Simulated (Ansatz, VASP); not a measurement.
## Two plane-wave programs on Si3Sb2

```xyz
10
Lattice="3.1653 1.8275 7.3447 -3.1653 1.8275 7.3447 0.0000 -3.6550 7.3447" Properties=species:S:1:pos:R:3 pbc="T T T"
Si   -1.7115   -1.8275    9.1809
Si    2.4384   -0.5685    9.1809
Si   -0.7269    2.3959    9.1809
Si    1.7115    1.8275   12.8533
Si   -2.4384    0.5685   12.8533
Si    0.7269   -2.3959   12.8533
Sb    0.0000    0.0000   19.0885
Sb    0.0000    0.0000   13.9629
Sb    0.0000    0.0000    2.9458
Sb    0.0000    0.0000    8.0714
```

Alike in both runs: functional PBE; k mesh 3 × 3 × 3; occupations gaussian, width 0.1 eV; no spin polarisation.

Ansatz relaxed the structure, and its values are those at the end. VASP's run is a single point on that final structure, the one shown.

```csv
,VASP,Ansatz
version,VASP 6.6.1,Ansatz 0.2.0
potentials or method,"VASP PAW PBE potentials, release 64 (Si, Sb), cutoff 520 eV","scalar-relativistic, plane waves, PAW"
valence electrons in the cell,44,84
```

Ansatz gave:

* gap on the k mesh at the Fermi level (eV): none
* pressure (GPa): 0.0
* rms of the force components (eV/Å): 0.006

Task: What did VASP give for the same quantities?

Result: gap on the k mesh at the Fermi level (eV): none; pressure (GPa): 0.1; rms of the force components (eV/Å): 0.007.

A gap of «none» marks a metal or a gap that the smearing closes. The functional is the same, so the differences come from potentials, cutoffs and numerics. VASP's potentials hold 44 valence electrons a cell and Ansatz's 84, so a difference there can come from the potentials and not from the codes.

The k mesh is coarse, so the values compare programs but aren't converged. Spin-orbit coupling is off throughout.
